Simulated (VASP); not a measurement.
# La2SbN2 (I4/mmm) in VASP: single point with r2SCAN

Aim: the single point of La2SbN2 with r2SCAN.

Program: VASP 6.6.1. These are calculated values, not measurements. Logs are shortened: lines on timing, memory, paths and dates and some standing lists are left out, and cuts for length are marked.

### 1 The cell of the first run

Symmetry: I4/mmm, No. 139, tetragonal system. Conventional cell: a = 4.128 Å, b = 4.128 Å, c = 13.834 Å, α = 90.00°, β = 90.00°, γ = 90.00°. N (site symmetry -4m2) has 4 La at 2.44 Å and 4 N at 2.92 Å within 3.2 Å. Sb (site symmetry 4/mmm) has 10 La at 3.63 to 4.76 Å and 8 N at 4.03 Å and 4 Sb at 4.13 Å within 4.8 Å. Within 3.2 Å of La (site symmetry 4mm) lie 4 N at 2.44 Å.

### 2 Single point, r2SCAN

The input, POSCAR:

```
La2SbN2
1.0
    0.0000000000      4.1276590000      0.0000000000
    4.1276590000      0.0000000000      0.0000000000
    2.0638300000      2.0638300000     -6.9168110000
N Sb La
2 1 2
Direct
    0.2500000000      0.7500000000      0.5000000000
    0.7500000000      0.2500000000      0.5000000000
    0.0000000000      0.0000000000      0.0000000000
    0.3440000000      0.3440000000      0.3120000000
    0.6560000000      0.6560000000      0.6880000000
```

The input, INCAR.step1:

```
  PREC = Accurate
  ENCUT = 520
  ISMEAR = -1
  SIGMA = 0.1
  LREAL = F
  LASPH = T
  NELM = 60
  NBANDS = 26
  GGA = PE
  ALGO = Normal
  EDIFF = 1E-4
  LWAVE = T
  LCHARG = F
```

The input, INCAR.step2:

```
  PREC = Accurate
  ENCUT = 520
  EDIFF = 1E-7
  ISMEAR = -1
  SIGMA = 0.1
  LREAL = F
  LASPH = T
  NELM = 60
  ALGO = Normal
  ISIF = 2
  LWAVE = F
  LCHARG = T
  METAGGA = R2SCAN
  LMIXTAU = T
  LELF = T
  LVHAR = T
  NBANDS = 26
  ISTART = 1
```

The input, KPOINTS:

```
regular mesh
0
Gamma
  9 9 9
```

Potentials or basis: VASP PAW PBE potentials, release 64 (N, Sb, La).

Started as:

```bash
$ cat potpaw_PBE.64/N/POTCAR potpaw_PBE.64/Sb/POTCAR potpaw_PBE.64/La/POTCAR > POTCAR
$ cp INCAR.step1 INCAR
$ mpirun -np 1 vasp_std > vasp.out
$ cp INCAR.step2 INCAR
$ mpirun -np 1 vasp_std > vasp.out
```

OUTCAR:

```text
PREC = Accurate
   ENCUT = 520
   EDIFF = 1E-7
   ISMEAR = -1
   LREAL = F
   LASPH = T
   NELM = 60
   ISIF = 2
   METAGGA = R2SCAN
   ISTART = 1

 ion  position               nearest neighbor table
   1  0.250  0.750  0.500-   4 2.44   5 2.44   5 2.44   4 2.44
   2  0.750  0.250  0.500-   4 2.44   5 2.44   5 2.44   4 2.44
   3  0.000  0.000  0.000-   5 3.63   4 3.63   5 3.63   4 3.63   4 3.63   5 3.63   5 3.63   4 3.63

   4  0.344  0.344  0.312-   1 2.44   2 2.44   1 2.44   2 2.44   3 3.63   3 3.63   3 3.63   3 3.63

   5  0.656  0.656  0.688-   1 2.44   2 2.44   1 2.44   2 2.44   3 3.63   3 3.63   3 3.63   3 3.63

  LATTYP: Found a body centered tetragonal cell.
 ALAT       =     4.1276590000
 C/A-ratio  =     3.3514449716

  Lattice vectors:

 A1 = (  -2.0638300000,   2.0638290000,   6.9168110000)
 A2 = (   2.0638290000,  -2.0638300000,   6.9168110000)
 A3 = (   2.0638300000,   2.0638300000,  -6.9168110000)

Analysis of symmetry for initial positions (statically):
=====================================================================
 Subroutine PRICEL returns:
 Original cell was already a primitive cell.

 Routine SETGRP: Setting up the symmetry group for a
 body centered tetragonal supercell.

 Subroutine GETGRP returns: Found 16 space group operations
 (whereof 16 operations were pure point group operations)
 out of a pool of 16 trial point group operations.

The static configuration has the point symmetry D_4h.

Analysis of symmetry for dynamics (positions and initial velocities):
=====================================================================
 Subroutine PRICEL returns:
 Original cell was already a primitive cell.

 Routine SETGRP: Setting up the symmetry group for a
 body centered tetragonal supercell.

 Subroutine GETGRP returns: Found 16 space group operations
 (whereof 16 operations were pure point group operations)
 out of a pool of 16 trial point group operations.

The dynamic configuration has the point symmetry D_4h.

 Subroutine INISYM returns: Found 16 space group operations
 (whereof 16 operations are pure point group operations),
 and found     1 'primitive' translations

----------------------------------------------------------------------------------------

                                     Primitive cell

  volume of cell :     117.8456

  direct lattice vectors                    reciprocal lattice vectors
     0.000000000  4.127659000  0.000000000     0.000000000  0.242268075  0.072287666
     4.127659000  0.000000000  0.000000000     0.242268075  0.000000000  0.072287666
     2.063830000  2.063830000 -6.916811000     0.000000000  0.000000000 -0.144575296

  length of vectors
     4.127659000  4.127659000  7.507400545     0.252822718  0.252822718  0.144575296

  position of ions in fractional coordinates (direct lattice)
     0.250000000  0.750000000  0.500000000
     0.750000000  0.250000000  0.500000000
     0.000000000  0.000000000  0.000000000
     0.344000000  0.344000000  0.312000000
     0.656000000  0.656000000  0.688000000

  ion indices of the primitive-cell ions
   primitive index   ion index
                 1           1
                 2           2
                 3           3
                 4           4
                 5           5

----------------------------------------------------------------------------------------

 KPOINTS: regular mesh

Automatic generation of k-mesh.
 Grid dimensions read from file:
 generate k-points for:    9    9    9

 Generating k-lattice:

  Cartesian coordinates                     Fractional coordinates (reciprocal lattice)
     0.000000000  0.026918675  0.008031963     0.111111111  0.000000000  0.000000000
     0.026918675  0.000000000  0.008031963     0.000000000  0.111111111  0.000000000
     0.000000000  0.000000000 -0.016063922     0.000000000  0.000000000  0.111111111

  Length of vectors
     0.028091413  0.028091413  0.016063922

  Shift w.r.t. Gamma in fractional coordinates (k-lattice)
     0.000000000  0.000000000  0.000000000

 Subroutine IBZKPT returns following result:
 ===========================================

 Found     75 irreducible k-points:

 Following reciprocal coordinates:
            Coordinates               Weight
  0.000000  0.000000  0.000000      1.000000
  0.111111  0.000000  0.000000      8.000000
  0.222222  0.000000 -0.000000      8.000000
  0.333333  0.000000  0.000000      8.000000
  0.444444  0.000000 -0.000000      8.000000
  0.111111  0.111111  0.000000      8.000000
[... 16 lines left out ...]
 -0.333333  0.333333  0.000000      4.000000
  0.444444  0.444444 -0.000000      8.000000
 [... further k-points ...]
   k-points           NKPTS =     75   k-points in BZ     NKDIM =     75   number of bands    NBANDS=     26
   number of dos      NEDOS =    301   number of ions     NIONS =      5
   total plane-waves  NPLWV =  57344
   dimension x,y,z NGX =    32 NGY =   32 NGZ =   56
   dimension x,y,z NGXF=    64 NGYF=   64 NGZF=  112
   ions per type =               2   1   2
   NGX,Y,Z   is equivalent  to a cutoff of  12.89, 12.89, 12.40 a.u.
   NGXF,Y,Z  is equivalent  to a cutoff of  25.78, 25.78, 24.80 a.u.
 SYSTEM =  unknown system
   PREC   = accura    normal or accurate (medium, high low for compatibility)
   ISTART =      1    job   : 0-new  1-cont  2-samecut
   ICHARG =      0    charge: 1-file 2-atom 10-const
   ISPIN  =      1    spin polarized calculation?
   LNONCOLLINEAR =      F non collinear calculations
   LSORBIT =      F    spin-orbit coupling
   LASPH  =      T    aspherical Exc in radial PAW
   ENCUT  =  520.0 eV  38.22 Ry    6.18 a.u.   7.67  7.67 13.96*2*pi/ulx,y,z
   NELM   =     60;   NELMIN=  2; NELMDL=  0     # of ELM steps
   EDIFF  = 0.1E-06   stopping-criterion for ELM
   LREAL  =      F    real-space projection
   EDIFFG = 0.1E-05   stopping-criterion for IOM
   NSW    =      0    number of steps for IOM
   IBRION =     -1    ionic relax: 0-MD 1-quasi-New 2-CG
   NFREE  =      0    steps in history (QN), initial steepest desc. (CG)
   ISIF   =      2    stress and relaxation
   ISYM   =      2    0-nonsym 1-usesym 2-fastsym
   POTIM  = 0.5000    time-step for ionic-motion
   TEBEG  =    0.0;   TEEND  =   0.0 temperature during run
   PSTRESS=    0.0 pullay stress
   NELECT =      37.0000    total number of electrons
   NUPDOWN=      -1.0000    fix difference up-down
   EMIN   =  10.00;   EMAX   =-10.00  energy-range for DOS
   EFERMI =   0.00;   METHOD = LEGACY
   ISMEAR =    -1;   SIGMA  =   0.10  broadening in eV -4-tet -1-fermi 0-gaus
   EFERMI_NEDOS =   21; number of points for ismear=-14 and -15
   IALGO  =     38    algorithm
   IMIX   =      4    mixing-type and parameters
     AMIX     =   0.40;   BMIX     =  1.00
     AMIX_MAG =   1.60;   BMIX_MAG =  1.00
  volume/ion in A,a.u.               =      23.57       159.05
  Fermi-wavevector in a.u.,A,eV,Ry     =   1.112682  2.102663 16.844833  1.238060
  Thomas-Fermi vector in A             =   2.249258
   LORBIT       =      0    0 simple, 1 ext, 2 COOP (PROOUT), +10 PAW based schemes
   METAGGA = R2SCAN    functional components
   LHFCALC =     F    Hartree Fock is set to
   AEXX    =    0.0000 exact exchange contribution
   IVDW    =     0    specifies the selected vdW correction
   LEPSILON=     F    determine dielectric tensor
   LRPA    =     F    only Hartree local field effects (RPA)
 non-spin polarized calculation
  energy-cutoff  :      520.00
  volume of cell :      117.85
 maximum number of plane-waves:      3202
   NGX = 15   NGY = 15   NGZ = 27

 number of electron      37.0000000 magnetization

 Free energy of the ion-electron system (eV)
  ---------------------------------------------------
  ext. energy  EPLUGINS =         0.00000000
  ---------------------------------------------------
  free energy    TOTEN  =      -107.97568855 eV

  energy without entropy =     -107.81549260  energy(sigma->0) =     -107.89559058

 E-fermi :   5.9138     XC(G=0): -10.2906

 val. band max:        5.9064585713   @ k =  -0.1111  -0.4444   0.2222
 cond. band min:       5.9185800431   @ k =  -0.2222   0.4444   0.1111
 fundamental gap:      0.0121214718
 Fermi energy:         5.9137765390

 k-point     1 :       0.0000    0.0000    0.0000
  band No.  band energies     occupation
      1     -25.9785      2.00000
      2     -25.8380      2.00000
      3     -10.7779      2.00000
      4      -9.3529      2.00000
      5      -9.3529      2.00000
      6      -9.0923      2.00000
[... 18 lines left out ...]
     25      10.4925      0.00000
     26      10.4925      0.00000

 k-point     2 :       0.1111    0.0000    0.0000
  band No.  band energies     occupation
      1     -25.9704      2.00000
      2     -25.8382      2.00000
      3     -10.7726      2.00000
      4      -9.5421      2.00000
      5      -9.3390      2.00000
      6      -9.1036      2.00000
[... 18 lines left out ...]
     25      10.4319      0.00000
     26      10.4529      0.00000

 k-point     3 :       0.2222    0.0000   -0.0000
  band No.  band energies     occupation
      1     -25.9482      2.00000
      2     -25.8401      2.00000
      3     -10.7669      2.00000
      4      -9.9326      2.00000
      5      -9.2999      2.00000
      6      -9.2341      2.00000
[... 18 lines left out ...]
     25      10.3317      0.00000
     26      10.3700      0.00000

 k-point     4 :       0.3333    0.0000    0.0000
  band No.  band energies     occupation
      1     -25.9181      2.00000
      2     -25.8472      2.00000
      3     -10.7659      2.00000
      4     -10.3156      2.00000
      5      -9.3014      2.00000
      6      -9.2435      2.00000
[... 18 lines left out ...]
     25      10.2962      0.00000
     26      10.3462      0.00000

 k-point     5 :       0.4444    0.0000   -0.0000
  band No.  band energies     occupation
      1     -25.8879      2.00000
      2     -25.8623      2.00000
      3     -10.7283      2.00000
      4     -10.5890      2.00000
      5      -9.2831      2.00000
      6      -9.1811      2.00000
[... 18 lines left out ...]
     25      10.2848      0.00000
     26      10.3436      0.00000

 k-point     6 :       0.1111    0.1111    0.0000
  band No.  band energies     occupation
      1     -25.9621      2.00000
      2     -25.8386      2.00000
      3     -10.7649      2.00000
      4      -9.6316      2.00000
      5      -9.4228      2.00000
      6      -9.1365      2.00000
[... 427 lines left out ...]
 k-point    21 :       0.4444    0.3333    0.0000
  band No.  band energies     occupation
      1     -25.8534      2.00000
      2     -25.8456      2.00000
      3     -10.8268      2.00000
      4     -10.7681      2.00000
      5      -9.5211      2.00000
      6      -9.3735      2.00000
[... 18 lines left out ...]
     25      10.3852      0.00000
     26      10.4734      0.00000

 k-point    22 :      -0.4444    0.3333   -0.0000
  band No.  band energies     occupation
      1     -25.8587      2.00000
      2     -25.8403      2.00000
      3     -10.8422      2.00000
      4     -10.7552      2.00000
      5      -9.4668      2.00000
      6      -9.4367      2.00000
[... 18 lines left out ...]
     25      10.4048      0.00000
     26      10.5301      0.00000

 k-point    23 :      -0.3333    0.3333    0.0000
  band No.  band energies     occupation
      1     -25.8774      2.00000
      2     -25.8367      2.00000
      3     -10.8369      2.00000
      4     -10.6012      2.00000
      5      -9.4967      2.00000
      6      -9.4281      2.00000
[... 18 lines left out ...]
     25      10.4854      0.00000
     26      10.5073      0.00000

 k-point    24 :       0.4444    0.4444   -0.0000
  band No.  band energies     occupation
      1     -25.8436      2.00000
      2     -25.8403      2.00000
      3     -10.8698      2.00000
      4     -10.8586      2.00000
      5      -9.5000      2.00000
      6      -9.3581      2.00000
[... 18 lines left out ...]
     25      10.3710      0.00000
     26      10.5014      0.00000

 [... further k-points ...]

------------------------ aborting loop because EDIFF is reached ----------------------------------------

  FORCE on cell =-STRESS in cart. coord.  units (eV):
  Direction    XX          YY          ZZ          XY          YZ          ZX
  --------------------------------------------------------------------------------------
  -------------------------------------------------------------------------------------
  Total       -2.4822610     -2.4822610     -1.7654279     -0.0000000      0.0000001      0.0000001
  in kB      -33.7477248    -33.7477248    -24.0019777     -0.0000000      0.0000017      0.0000017
  external PRESSURE =     -30.4991424 kB  Pullay stress =       0.0000000 kB

 VOLUME and BASIS-vectors are now :
 -----------------------------------------------------------------------------
  energy-cutoff  :      520.00
  volume of cell :      117.85
      direct lattice vectors                 reciprocal lattice vectors
     0.000000000  4.127659000  0.000000000     0.000000000  0.242268075  0.072287666
     4.127659000  0.000000000  0.000000000     0.242268075  0.000000000  0.072287666
     2.063830000  2.063830000 -6.916811000     0.000000000  0.000000000 -0.144575296

 POSITION                                       TOTAL-FORCE (eV/Angst)
 -----------------------------------------------------------------------------------
      4.12766      2.06383     -3.45841        -0.000000     -0.000000     -0.000000
      2.06383      4.12766     -3.45841        -0.000000      0.000000     -0.000000
      0.00000      0.00000      0.00000         0.000000     -0.000000     -0.000000
      2.06383      2.06383     -2.15805         0.000000      0.000000     -1.547379
      4.12766      4.12766     -4.75877        -0.000000     -0.000000      1.547379
 -----------------------------------------------------------------------------------
    total drift:                               -0.000000      0.000000      0.000000

  FREE ENERGIE OF THE ION-ELECTRON SYSTEM (eV)
  ---------------------------------------------------
  free  energy   TOTEN  =      -107.9756885511 eV

  energy  without entropy=     -107.8154926007  energy(sigma->0) =     -107.89559058
```

It took 21 min on 1 thread of Intel Xeon 8259CL, shared host; peak memory 0.44 GiB.

Results:

```
Free energy            : -107.9757 eV
Pressure               : -3.0 GPa
Largest force          : 1.547 eV/Å
Band gap on the k mesh : zero (an odd number of electrons rules out a gap without spin polarisation)
```

Forces in eV/Å, atoms in the order of the input:
```
N    0.000  0.000  0.000
N    0.000  0.000  0.000
Sb   0.000  0.000  0.000
La   0.000  0.000 -1.547
La   0.000  0.000  1.547
```

Caveat: the cell stands under tension; the PAW data sets were made with another functional, which shifts forces and pressure a little; spin-orbit coupling is left out, which moves the levels of the heavy elements.
